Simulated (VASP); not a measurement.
# Si5Sn in VASP: notebook

The runs below take Si5Sn through single point, with PBE.

All numbers are computed with VASP 6.6.1; they aren't measurements. Logs are shortened: lines on timing, memory, paths and dates and some standing lists are left out, and cuts for length are marked.

### 1 The cell of the first run

The cell holds a disordered packing, 18 atoms: a = 7.521 Å, b = 6.927 Å, c = 7.218 Å, α = 89.19°, β = 90.40°, γ = 91.36°.

### 2 Single point, PBE

File INCAR:

```
SYSTEM = Si5Sn
ALGO     = Normal         ! electronic algorithm
EDIFF    = 1E-6           ! SCF threshold, eV
ENCUT    = 400            ! plane-wave cutoff, eV
GGA      = PE             ! functional
GGA_COMPAT= .FALSE.      
ISIF     = 2              ! what is computed and relaxed
ISMEAR   = -1             ! smearing method
ISYM     = -1           
LASPH    = .TRUE.         ! aspherical terms in the spheres
LCHARG   = .FALSE.        ! write CHGCAR
LREAL    = Auto         
LWAVE    = .FALSE.        ! write WAVECAR
NBANDS   = 66             ! bands
NELM     = 120            ! most SCF steps
PREC     = Accurate       ! precision mode
SIGMA    = 0.05           ! smearing width, eV
```

File KPOINTS:

```
explicit points
1
Reciprocal
  0.25000000   0.25000000   0.25000000 1
```

File POSCAR:

```
Si5Sn
1.0
    7.5203950000     -0.0852670000     -0.0251750000
   -0.0852670000      6.9258340000      0.0495830000
   -0.0251750000      0.0495830000      7.2173390000
Si Sn
15 3
Direct
    0.5534222535      0.3103907255      0.5185248056
    0.2952784309      0.8379190385      0.5539063767
    0.1611636956      0.7080772000      0.1893955243
    0.4329823435      0.6590153945      0.0444482891
    0.7669812302      0.1520183070      0.7232041101
    0.2622110645      0.1683131025      0.4434250206
    0.7636730271      0.7941691733      0.0319917325
    0.9463557128      0.9839254477      0.2453783215
    0.9305297870      0.9430119136      0.5854125361
    0.9630333145      0.5479567058      0.9098033259
    0.5555513697      0.6740465724      0.3925645940
    0.0204585558      0.1807408372      0.9347841872
    0.7632332256      0.6314380862      0.6372394039
    0.1610829447      0.8511163055      0.8574473727
    0.5327343860      0.9142883829      0.8300848037
    0.8913634916      0.4219346050      0.2999184731
    0.5200939777      0.0777326089      0.1884457901
    0.3223218608      0.4121616075      0.8035323329
```

Potentials or basis: VASP PAW PBE potentials, release 64 (Si, Sn_d).

The run is started by

```console
$ cat potpaw_PBE.64/Si/POTCAR potpaw_PBE.64/Sn_d/POTCAR > POTCAR
$ mpirun -np 1 vasp_std > vasp.out
```

OUTCAR:

```text
SYSTEM = Si5Sn
   EDIFF = 1E-6
   ENCUT = 400
   GGA = PE
   ISIF = 2
   ISMEAR = -1
   ISYM = -1
   LASPH = .TRUE.
   LREAL = Auto
   NELM = 120
   PREC = Accurate

 ion  position               nearest neighbor table
   1  0.553  0.310  0.519-   6 2.44   5 2.44  11 2.67  18 2.81  13 2.84  17 2.90  16 3.08
   2  0.295  0.838  0.554-  14 2.42   6 2.43  11 2.58  15 2.72   9 2.87   3 2.96  18 3.44
   3  0.161  0.708  0.189-   4 2.34   8 2.57  14 2.58  10 2.73  16 2.91   2 2.96
   4  0.433  0.659  0.044-   3 2.34  15 2.44  18 2.58   7 2.64  11 2.67  14 2.80  17 3.15
   5  0.767  0.152  0.723-   9 2.18  12 2.44   1 2.44  15 2.50
   6  0.262  0.168  0.443-   2 2.43   1 2.44  17 2.77   8 3.03   9 3.08  18 3.14
   7  0.764  0.794  0.032-  15 2.41   8 2.44  10 2.47   4 2.64  17 2.96  13 3.08  11 3.14  16 3.36

   8  0.946  0.984  0.245-   7 2.44   9 2.47   3 2.57  12 2.66   6 3.03  16 3.10  17 3.31
   9  0.931  0.943  0.585-   5 2.18   8 2.47  13 2.50  14 2.69   2 2.87   6 3.08  12 3.09
  10  0.963  0.548  0.910-   7 2.47  13 2.54  14 2.57  12 2.59   3 2.73  16 2.98  18 2.99
  11  0.556  0.674  0.393-  13 2.37   2 2.58   1 2.67   4 2.67   7 3.14  17 3.16  16 3.18
  12  0.020  0.181  0.935-   5 2.44  10 2.59  14 2.61   8 2.66  18 2.90   9 3.09  16 3.30
  13  0.763  0.631  0.637-  11 2.37   9 2.50  10 2.54   1 2.84  15 3.01  16 3.03   7 3.08
  14  0.161  0.851  0.857-   2 2.42  10 2.57   3 2.58  12 2.61   9 2.69   4 2.80  15 2.83  18 3.33

  15  0.533  0.914  0.830-   7 2.41   4 2.44   5 2.50   2 2.72  14 2.83  17 2.84  13 3.01
  16  0.891  0.422  0.300-   3 2.91  10 2.98  13 3.03   1 3.08   8 3.10  11 3.18  12 3.30   7 3.36
                            17 3.72
  17  0.520  0.078  0.188-   6 2.77  15 2.84   1 2.90   7 2.96   4 3.15  11 3.16   8 3.31  16 3.72

  18  0.322  0.412  0.804-   4 2.58   1 2.81  12 2.90  10 2.99   6 3.14  14 3.33   2 3.44

IMPORTANT INFORMATION: All symmetrisations will be switched off!
NOSYMM: (Re-)initialisation of all symmetry stuff for point group C_1.

----------------------------------------------------------------------------------------

                                     Primitive cell

  volume of cell :     375.8400

  direct lattice vectors                    reciprocal lattice vectors
     7.520395000 -0.085267000 -0.025175000     0.132991782  0.001634080  0.000452666
    -0.085267000  6.925834000  0.049583000     0.001634080  0.144414123 -0.000986423
    -0.025175000  0.049583000  7.217339000     0.000452666 -0.000986423  0.138563577

  length of vectors
     7.520920502  6.926536330  7.217553221     0.133002591  0.144426736  0.138567827

  position of ions in fractional coordinates (direct lattice)
     0.553422254  0.310390725  0.518524806
     0.295278431  0.837919038  0.553906377
     0.161163696  0.708077200  0.189395524
     0.432982344  0.659015395  0.044448289
     0.766981230  0.152018307  0.723204110
     0.262211065  0.168313103  0.443425021
[... 10 lines left out ...]
     0.520093978  0.077732609  0.188445790
     0.322321861  0.412161608  0.803532333

  ion indices of the primitive-cell ions
   primitive index   ion index
                 1           1
                 2           2
                 3           3
                 4           4
                 5           5
                 6           6
[... 10 lines left out ...]
                17          17
                18          18

----------------------------------------------------------------------------------------

 KPOINTS: explicit points

Read explicit list of k-points.

 Found      1 k-points:

 Following reciprocal coordinates:
            Coordinates               Weight
  0.250000  0.250000  0.250000      1.000000
   k-points           NKPTS =      1   k-points in BZ     NKDIM =      1   number of bands    NBANDS=     66
   number of dos      NEDOS =    301   number of ions     NIONS =     18
   total plane-waves  NPLWV = 115200
   dimension x,y,z NGX =    50 NGY =   48 NGZ =   48
   dimension x,y,z NGXF=   100 NGYF=   96 NGZF=   96
   ions per type =              15   3
   NGX,Y,Z   is equivalent  to a cutoff of  11.05, 11.52, 11.06 a.u.
   NGXF,Y,Z  is equivalent  to a cutoff of  22.10, 23.04, 22.11 a.u.
 SYSTEM =  Si5Sn
   PREC   = accura    normal or accurate (medium, high low for compatibility)
   ISTART =      0    job   : 0-new  1-cont  2-samecut
   ICHARG =      2    charge: 1-file 2-atom 10-const
   ISPIN  =      1    spin polarized calculation?
   LNONCOLLINEAR =      F non collinear calculations
   LSORBIT =      F    spin-orbit coupling
   LASPH  =      T    aspherical Exc in radial PAW
   ENCUT  =  400.0 eV  29.40 Ry    5.42 a.u.  12.26 11.30 11.77*2*pi/ulx,y,z
   NELM   =    120;   NELMIN=  2; NELMDL= -5     # of ELM steps
   EDIFF  = 0.1E-05   stopping-criterion for ELM
   LREAL  =      T    real-space projection
   EDIFFG = 0.1E-04   stopping-criterion for IOM
   NSW    =      0    number of steps for IOM
   IBRION =     -1    ionic relax: 0-MD 1-quasi-New 2-CG
   NFREE  =      0    steps in history (QN), initial steepest desc. (CG)
   ISIF   =      2    stress and relaxation
   ISYM   =     -1    0-nonsym 1-usesym 2-fastsym
   POTIM  = 0.5000    time-step for ionic-motion
   TEBEG  =    0.0;   TEEND  =   0.0 temperature during run
   PSTRESS=    0.0 pullay stress
   NELECT =     102.0000    total number of electrons
   NUPDOWN=      -1.0000    fix difference up-down
   EMIN   =  10.00;   EMAX   =-10.00  energy-range for DOS
   EFERMI =   0.00;   METHOD = LEGACY
   ISMEAR =    -1;   SIGMA  =   0.05  broadening in eV -4-tet -1-fermi 0-gaus
   EFERMI_NEDOS =   21; number of points for ismear=-14 and -15
   IALGO  =     38    algorithm
   IMIX   =      4    mixing-type and parameters
     AMIX     =   0.40;   BMIX     =  1.00
     AMIX_MAG =   1.60;   BMIX_MAG =  1.00
  volume/ion in A,a.u.               =      20.88       140.91
  Fermi-wavevector in a.u.,A,eV,Ry     =   1.059922  2.002962 15.285255  1.123435
  Thomas-Fermi vector in A             =   2.195285
   LORBIT       =      0    0 simple, 1 ext, 2 COOP (PROOUT), +10 PAW based schemes
   GGA     = PE    functional components
   LHFCALC =     F    Hartree Fock is set to
   AEXX    =    0.0000 exact exchange contribution
   IVDW    =     0    specifies the selected vdW correction
   LEPSILON=     F    determine dielectric tensor
   LRPA    =     F    only Hartree local field effects (RPA)
 non-spin polarized calculation
  energy-cutoff  :      400.00
  volume of cell :      375.84
 maximum number of plane-waves:      6818
 NGX is ok and might be reduce to    48
   NGX = 25   NGY = 23   NGZ = 23

 number of electron     101.9999992 magnetization

 Free energy of the ion-electron system (eV)
  ---------------------------------------------------
  ext. energy  EPLUGINS =         0.00000000
  ---------------------------------------------------
  free energy    TOTEN  =       -84.72698556 eV

  energy without entropy =      -84.70225334  energy(sigma->0) =      -84.71461945

 E-fermi :   6.6895     XC(G=0):  -9.8184

 val. band max:        6.5098570775   @ k =   0.2500   0.2500   0.2500
 cond. band min:       6.8691069844   @ k =   0.2500   0.2500   0.2500
 fundamental gap:      0.3592499069
 Fermi energy:         6.6894816214

 k-point     1 :       0.2500    0.2500    0.2500
  band No.  band energies     occupation
      1     -15.0209      2.00000
      2     -15.0116      2.00000
      3     -14.9903      2.00000
      4     -14.9581      2.00000
      5     -14.9545      2.00000
      6     -14.8550      2.00000
[... 55 lines left out ...]
     62       8.9212      0.00000
     63       9.2572      0.00000
 [bands above 63 left out]

------------------------ aborting loop because EDIFF is reached ----------------------------------------

  FORCE on cell =-STRESS in cart. coord.  units (eV):
  Direction    XX          YY          ZZ          XY          YZ          ZX
  --------------------------------------------------------------------------------------
  -------------------------------------------------------------------------------------
  Total       -6.8122536      0.7937875     -7.9550580      7.9392506     14.1877175      3.0284536
  in kB      -29.0401177      3.3838556    -33.9118056     33.8444200     60.4811578     12.9100666
  external PRESSURE =     -19.8560225 kB  Pullay stress =       0.0000000 kB

 VOLUME and BASIS-vectors are now :
 -----------------------------------------------------------------------------
  energy-cutoff  :      400.00
  volume of cell :      375.84
      direct lattice vectors                 reciprocal lattice vectors
     7.520395000 -0.085267000 -0.025175000     0.132991782  0.001634080  0.000452666
    -0.085267000  6.925834000  0.049583000     0.001634080  0.144414123 -0.000986423
    -0.025175000  0.049583000  7.217339000     0.000452666 -0.000986423  0.138563577

 POSITION                                       TOTAL-FORCE (eV/Angst)
 -----------------------------------------------------------------------------------
      4.12243      2.12824      3.74383        -0.519131      0.551567     -0.145087
      2.13522      5.80557      4.03184         0.180672      0.345718     -0.055981
      1.14687      4.89967      1.39798        -0.352257      0.269569      0.359138
      3.19889      4.52952      0.34257         0.270124     -0.353475      0.628297
      5.73683      1.02331      5.20784        -1.031102      1.299193      1.320305
      1.94642      1.16534      3.20209         0.176008     -0.229999      0.369715
[... 10 lines left out ...]
      3.89994      0.50336      1.35084         0.076715      0.602995     -0.165585
      2.36862      2.86692      5.81169        -0.343311     -0.480448     -0.363644
 -----------------------------------------------------------------------------------
    total drift:                               -0.000818      0.005033     -0.002611

  FREE ENERGIE OF THE ION-ELECTRON SYSTEM (eV)
  ---------------------------------------------------
  free  energy   TOTEN  =       -84.7269855616 eV

  energy  without entropy=      -84.7022533445  energy(sigma->0) =      -84.71461945
```

Run time: 32 s. Hardware: 1 thread of Intel Xeon Platinum 8488C (Sapphire Rapids), shared host; peak memory 0.31 GiB.

What came out:

```
Free energy   : -84.7270 eV
Pressure      : -2.0 GPa
Largest force : 2.803 eV/Å
```

Forces on the atoms (eV/Å):
```
Si  -0.519  0.552 -0.145
Si   0.181  0.346 -0.056
Si  -0.352  0.270  0.359
Si   0.270 -0.353  0.628
Si  -1.031  1.299  1.320
Si   0.176 -0.230  0.370
Si   0.380  0.154  0.416
Si   0.614 -0.050 -0.563
Si   1.655 -1.570 -1.628
Si  -0.036 -0.412 -0.227
Si  -0.345 -0.152  0.191
Si  -0.458 -0.035  0.481
Si   0.381  0.202  0.620
Si  -0.416  0.016 -0.224
Si  -0.202  0.106 -0.914
Sn  -0.033 -0.263 -0.099
Sn   0.077  0.603 -0.166
Sn  -0.343 -0.480 -0.364
```

Levels at points of the mesh, in eV from the Fermi level:
| k point | band 47 | band 48 | band 49 | band 50 | band 51 | band 52 | band 53 | band 54 | band 55 | band 56 |
| --- | --- | --- | --- | --- | --- | --- | --- | --- | --- | --- |
| (0.25, 0.25, 0.25) | -1.25 | -0.98 | -0.90 | -0.54 | -0.18 | 0.18 | 0.54 | 0.75 | 0.92 | 1.09 |

Caveat: the atoms stand as in a frame of molecular dynamics; spin-orbit coupling is left out, which moves the levels of the heavy elements.

### 3 Single point, PBE

File INCAR:

```
  PREC = Accurate
  ENCUT = 400
  EDIFF = 1E-6
  ISMEAR = -1
  SIGMA = 0.05
  LREAL = Auto
  LASPH = T
  NELM = 120
  ALGO = Normal
  ISIF = 2
  LWAVE = F
  LCHARG = F
  GGA = PE
  ISYM = -1
  NBANDS = 66
  GGA_COMPAT = F
```

KPOINTS is that of step 2.

File POSCAR:

```
Si5Sn
1.0
    7.5203950000     -0.0852670000     -0.0251750000
   -0.0852670000      6.9258340000      0.0495830000
   -0.0251750000      0.0495830000      7.2173390000
Si Sn
15 3
Direct
    0.5496639366      0.3183375313      0.5178245971
    0.3059950343      0.8327678791      0.5497083198
    0.1613367041      0.7164679277      0.1950217417
    0.4484143636      0.6499788283      0.0642857335
    0.7435692799      0.1556182549      0.7554952506
    0.2662196842      0.1523318723      0.4356027906
    0.7872756436      0.8024829300      0.0533665044
    0.9603394024      0.9861220779      0.2522728465
    0.9519874248      0.9256579161      0.5681189961
    0.9652139255      0.5475323568      0.9001206627
    0.5498548160      0.6458226661      0.4018290910
    0.0175499713      0.1731273119      0.9412381279
    0.7723801589      0.6441290796      0.6498085816
    0.1290479249      0.8567653924      0.8363278742
    0.5073213178      0.8994946373      0.8132469836
    0.9059704914      0.4216513441      0.3009735400
    0.5127403664      0.0842602394      0.1858379332
    0.3299851033      0.4008687167      0.8060555423
```

Potentials or basis: VASP PAW PBE potentials, release 64 (Si, Sn_d).

The run is started by

```console
$ cat potpaw_PBE.64/Si/POTCAR potpaw_PBE.64/Sn_d/POTCAR > POTCAR
$ mpirun -np 1 vasp_std > vasp.out
```

Wall time 38 s (1 thread of Intel Xeon Platinum 8488C (Sapphire Rapids), shared host); peak memory 0.31 GiB.

Results (log left out):

```yaml
Free_energy: -84.9568 eV
Pressure: -2.3 GPa
Largest_force: 1.268 eV/Å
```

Forces in eV/Å, atoms in the order of the input:
```
Si  -0.287 -0.485  0.199
Si   0.201 -0.066  0.153
Si   0.334 -0.410 -0.248
Si  -0.161  0.046 -0.109
Si   0.480 -0.644 -0.410
Si  -0.064  0.517  0.592
Si  -0.852  0.123 -0.288
Si   0.853  0.623 -0.701
Si  -0.627  0.977  0.232
Si   0.355 -0.826  0.325
Si   0.141  0.564  0.267
Si  -0.500  0.365  0.194
Si  -0.526 -0.079 -0.221
Si   0.603 -0.385  0.491
Si   0.367 -0.157  0.229
Sn  -0.155 -0.109 -0.230
Sn   0.334  0.054 -0.740
Sn  -0.497 -0.107  0.266
```

Stress tensor (GPa, compression positive):
```
-3.89  4.47  3.64
 4.47  0.03  6.12
 3.64  6.12 -3.07
```

Levels at points of the mesh, in eV from the Fermi level:
| k point | band 48 | band 49 | band 50 | band 51 | band 52 | band 53 | band 54 | band 55 |
| --- | --- | --- | --- | --- | --- | --- | --- | --- |
| (0.25, 0.25, 0.25) | -0.91 | -0.84 | -0.68 | -0.14 | 0.14 | 0.47 | 0.67 | 0.94 |

Caveat: the atoms stand as in a frame of molecular dynamics; spin-orbit coupling is left out, which moves the levels of the heavy elements.

### 4 Single point, PBE

This run uses another cell than the first one, of 19.56 Å³/atom.

File INCAR:

```
SYSTEM = Si5Sn
PREC = Accurate
ENCUT = 520
EDIFF = 1E-6
ISMEAR = 0
SIGMA = 0.1
LREAL = Auto
LASPH = .TRUE.
NELM = 60
ALGO = Fast
ISIF = 2
LWAVE = .FALSE.
LCHARG = .FALSE.
GGA = PE
NBANDS = 66
```

File KPOINTS:

```
regular mesh
0
G
  5 5 5
  0 0 0
```

File POSCAR:

```
Si5Sn
1.0
    6.6065190000     -0.0357560000      0.5375630000
   -0.0173410000      7.4718090000      0.6670900000
    0.5257590000      0.7033650000      7.2396640000
Si Sn
15 3
Direct
    0.5646237079      0.3173751652      0.4635597678
    0.2836409279      0.8416653465      0.4889928394
    0.1652867367      0.7714488291      0.2094119372
    0.4354494176      0.5621423126      0.1399926211
    0.7152713293      0.1335509032      0.7181866217
    0.2292266388      0.1633049777      0.5152885711
    0.7757110723      0.7497206369      0.1257091082
    0.8671545234      0.0422242781      0.1820422343
    0.9193063892      0.9685922983      0.5021086479
    0.9764844426      0.5832474765      0.9140316491
    0.5744577979      0.6375612113      0.4397167525
    0.0324582451      0.1382042076      0.8512324214
    0.7726536840      0.6865486437      0.6707100564
    0.1989838099      0.8512100519      0.8326046562
    0.5512389260      0.8368486266      0.8807097355
    0.9947889068      0.4047379112      0.2936346137
    0.4638537400      0.1233727283      0.1635947871
    0.3442754321      0.4016615259      0.8356083329
```

The run is started by

```console
$ cat potpaw_PBE.64/Si/POTCAR potpaw_PBE.64/Sn_d/POTCAR > POTCAR
$ mpirun -np 1 vasp_std > vasp.out
```

It took 39 min on 1 thread of Oxide Virtual Turin-like, shared host; peak memory 0.91 GiB.

The run converged. Its results:

- Free energy: -85.8175 eV
- Pressure: 0.5 GPa
- Largest force: 0.414 eV/Å
- Band gap on the k mesh: zero (bands 51 and 52 overlap by 0.42 eV)

Forces in eV/Å, atoms in the order of the input:
```
Si  -0.007 -0.021 -0.042
Si   0.169  0.070  0.036
Si  -0.144  0.038  0.079
Si   0.130  0.016  0.187
Si   0.176 -0.106  0.062
Si   0.029 -0.028 -0.052
Si  -0.241 -0.117  0.315
Si   0.164  0.003 -0.119
Si  -0.059 -0.012 -0.046
Si   0.041  0.024 -0.219
Si  -0.051 -0.067 -0.206
Si  -0.023 -0.043  0.092
Si  -0.044  0.059  0.087
Si   0.098  0.096  0.077
Si  -0.104  0.126 -0.321
Sn  -0.048  0.003 -0.011
Sn   0.061 -0.043  0.122
Sn  -0.147  0.003 -0.042
```

Stress tensor (GPa, compression positive):
```
 0.04  0.18 -0.03
 0.18  0.70 -0.27
-0.03 -0.27  0.90
```

Levels at points of the mesh, in eV from the Fermi level:
| k point | band 48 | band 49 | band 50 | band 51 | band 52 | band 53 | band 54 | band 55 |
| --- | --- | --- | --- | --- | --- | --- | --- | --- |
| (0.00, 0.00, 0.00) | -0.68 | -0.54 | -0.34 | -0.06 | 0.56 | 0.66 | 0.88 | 1.14 |

Caveat: the atoms stand as in a frame of molecular dynamics; spin-orbit coupling is left out, which moves the levels of the heavy elements.

### 5 The runs side by side

```tsv
cell	k mesh	cutoff (eV)	smearing	mended	pressure (GPa)	largest force (eV/Å)
a = 7.521, b = 6.927, c = 7.218 Å, angles 89.2, 90.4, 91.4°, 18 atoms, atomic positions A	1 × 1 × 1, shifted	400	fermi-dirac 0.05 eV	yes	-2.0	2.80
a = 7.521, b = 6.927, c = 7.218 Å, angles 89.2, 90.4, 91.4°, 18 atoms, atomic positions B	1 × 1 × 1, shifted	400	fermi-dirac 0.05 eV	yes	-2.3	1.27
a = 6.628, b = 7.502, c = 7.293 Å, angles 79.4, 81.3, 90.0°, 18 atoms, atomic positions C	5 × 5 × 5	520	gaussian 0.1 eV	-	0.5	0.41
```

Alike in all rows: task single point; level PBE; potentials or basis VASP PAW PBE potentials, release 64 (Si, Sn_d); no spin polarisation.

Caveats: the atoms stand as in a frame of molecular dynamics; spin-orbit coupling is left out, which moves the levels of the heavy elements.

Total energies depend on the potentials used, so only differences within one code and one set of settings carry meaning.
